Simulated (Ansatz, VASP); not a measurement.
**One calculation of Ga2SeS2, two programs**

```xyz
5
Lattice="4.5471 0.0000 0.0000 -2.2736 3.9379 0.0000 0.0000 0.0000 7.3109" Properties=species:S:1:pos:R:3 pbc="T T T"
Ga    0.0000    0.0000    4.9634
Ga    0.0000    0.0000    2.3475
Se    0.0000    0.0000    0.0000
S     0.0000    2.6253    3.6554
S     2.2736    1.3126    3.6554
```

Alike in both runs: functional PBE; k mesh 6 × 6 × 2; occupations gaussian, width 0.1 eV; no spin polarisation.

Ansatz relaxed the structure, and its values are those at the end. VASP's run is a single point on that final structure, the one shown.

```csv
,VASP,Ansatz
version,VASP 6.6.1,Ansatz 0.2.0
potentials or method,"VASP PAW PBE potentials, release 64 (Ga_d, Se, S), cutoff 520 eV","scalar-relativistic, plane waves, PAW"
valence electrons in the cell,44,54
```

```tsv
	VASP	Ansatz	Ansatz less VASP
gap on the k mesh at the Fermi level (eV)	none	none	-
pressure (GPa)	0.2	0.2	-0.04
rms of the force components (eV/Å)	0.004	0.007	+0.0036
```

A gap of «none» marks a metal or a gap that the smearing closes. The functional is the same, so the differences come from potentials, cutoffs and numerics. VASP's potentials hold 44 valence electrons a cell and Ansatz's 54, so a difference there can come from the potentials and not from the codes.

The k mesh is coarse, so the values compare programs but aren't converged.
